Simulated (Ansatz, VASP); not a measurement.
**Two plane-wave programs on Ti**

```
Ti
1.0
    -1.57370    1.57370    1.57370
     1.57370   -1.57370    1.57370
     1.57370    1.57370   -1.57370
Ti
1
Cartesian
  0.0000 0.0000 0.0000
```

Alike in both runs: task single point; functional revPBE; k mesh 15 × 15 × 15; occupations fermi-dirac, width 0.1 eV; no spin polarisation.

|  | VASP | Ansatz |
| --- | --- | --- |
| version | VASP 6.6.1 | Ansatz 0.2.0 |
| potentials or method | VASP PAW PBE potentials, release 64 (Ti_sv), cutoff 520 eV | plane waves (420 eV) with PAW, scalar-relativistic |
| valence electrons in the cell | 12 | 12 |

|  | VASP | Ansatz | Ansatz less VASP |
| --- | --- | --- | --- |
| pressure (GPa) | 15.5 | 15.9 | +0.41 |

VASP's potentials were made for PBE, not for revPBE.
